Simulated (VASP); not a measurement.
Input of a VASP 6.6.1 run:

File INCAR:

```
ALGO = Normal ; EDIFF = 1E-6
ENCUT = 520 ; ISIF = 2
ISMEAR = 0 ; LASPH = T
LCHARG = F ; LREAL = F
LWAVE = F ; NBANDS = 16
NELM = 80 ; PREC = Accurate
SIGMA = 0.05
```

KPOINTS

```
k-points
0
Gamma
  9 9 6
```

POSCAR

```
AlN
1.0
    3.1813000000      0.0000000000      0.0000000000
   -1.5906500000      2.7550866171      0.0000000000
    0.0000000000      0.0000000000      4.5481000000
Al N
2 2
Direct
    0.3333333333      0.6666666667     -0.0138009667
    0.6666666667      0.3333333333      0.4861990333
    0.3333333333      0.6666666667      0.3988009667
    0.6666666667      0.3333333333      0.8988009667
```

Potentials or basis: VASP PAW LDA potentials, release 64 (Al, N).

The run is started by

```sh
$ cat potpaw_LDA.64/Al/POTCAR potpaw_LDA.64/N/POTCAR > POTCAR
$ mpirun -np 1 vasp_std > vasp.out
```

Problem. What does it give for the largest force?

Solution. 0.015 eV/Å.

Problem. What does it give for the pressure?

Solution. 2.3 GPa.

Problem. Predict the band gap on the k mesh.

Solution. 3.85 eV, direct.

Forces on the atoms (eV/Å):
```
Al   0.000  0.000 -0.015
Al   0.000  0.000 -0.015
N    0.000  0.000  0.015
N    0.000  0.000  0.015
```

**The experiment to reproduce.**

“Structural and optical properties of self-assembled AlN nanowires grown on SiO2/Si substrates by molecular beam epitaxy”, 2024, arxiv:2402.00216 quotes, for a bulk crystal of AlN at 0 K: band gap 6.0343 eV (an exciton energy, a little under the gap).

Measured gap of AlN: 6.0343 eV (an exciton energy, a little under the gap; 0 K; quoted in “Structural and optical properties of self-assembled AlN nanowires grown on SiO2/Si substrates by molecular beam epitaxy”, 2024, arxiv:2402.00216). This calculation gives 3.85 eV (-2.18 eV). 2 values of this kind are on record (6.034 to 6.0343 eV); this one was drawn at random. The value is that of LDA on a finite k mesh, which can miss the band edges, without temperature or zero-point motion. Semilocal functionals fall short of measured gaps as a rule.
